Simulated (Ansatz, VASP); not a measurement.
CrGe4Mo in VASP and in Ansatz

```
Cr Ge Mo
1.0
     0.00000    0.00094    4.65475
     2.32763   -4.09662   -0.00082
     6.97969    4.09478    0.00092
Cr Ge Mo
2 8 2
Cartesian
  0.0000 0.0000 -0.0001
  4.6536 -0.0009 0.0001
  2.3273 -1.3264 -0.0001
  6.9809 -1.3272 -0.0001
  4.6539 -1.3117 2.3271
  6.9799 2.7840 2.3279
  2.3263 1.3254 0.0002
  6.9800 1.3244 0.0002
  2.3274 -2.7849 2.3268
  4.6535 1.3108 2.3278
  2.3269 0.0000 2.3274
  6.9805 -0.0009 2.3274
```

Change from the starting cell: cell x2, atoms moved at random (sigma 0.05 Å) and cell strained at random (1.5 %), then relaxed without symmetry.

Alike in both runs: functional PBE; k mesh 6 × 6 × 4; occupations gaussian, width 0.2 eV; no spin polarisation.

Ansatz relaxed the structure, and its values are those at the end. VASP's run is a single point on that final structure, the one shown.

```csv
,VASP,Ansatz
version,VASP 6.6.1,Ansatz 0.2.0
potentials or method,"VASP PAW PBE potentials, release 64 (Cr_pv, Ge_d, Mo_sv), cutoff 520 eV","scalar-relativistic, plane waves, PAW"
valence electrons in the cell,164,168
```

Ansatz gave:

| Quantity | Value |
| --- | --- |
| gap on the k mesh at the Fermi level (eV) | none |
| pressure (GPa) | 0.0 |
| rms of the force components (eV/Å) | 0.003 |

Problem. What did VASP give for the same quantities?

Solution. gap on the k mesh at the Fermi level (eV): none; pressure (GPa): 0.2; rms of the force components (eV/Å): 0.005.

A gap of «none» marks a metal or a gap that the smearing closes. With one functional, cell and mesh, what is left measures potentials, basis and numerics. VASP's potentials hold 164 valence electrons a cell and Ansatz's 168, so a difference there can come from the potentials and not from the codes.
